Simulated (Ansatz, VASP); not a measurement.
One calculation of InSb, two programs

```
In Sb
1.0
     0.00000    3.30263    3.30263
     3.30263    0.00000    3.30263
     3.30263    3.30263    0.00000
In Sb
1 1
Direct
  0.00000 0.00000 0.00000
  0.75000 0.75000 0.75000
```

Change from the starting cell: volume scaled by 1.06.

Alike in both runs: task single point; functional LDA; k mesh 10 × 10 × 10; occupations fermi-dirac, width 0.03 eV; no spin polarisation.

|  | VASP | Ansatz |
| --- | --- | --- |
| version | VASP 6.6.1 | Ansatz 0.2.0 |
| potentials or method | VASP PAW LDA potentials, release 64 (In_d, Sb), cutoff 520 eV | all-electron LAPW, scalar-relativistic |

VASP gave:

```
pressure (GPa) : -2.7
```

Which values does Ansatz return?

Pressure (GPa): -2.8.

LDA's correlation is that of Perdew and Zunger in VASP and of Perdew and Wang (1992) in Ansatz. Ansatz ran all-electron here, and VASP with PAW potentials.

Spin-orbit coupling is off throughout.
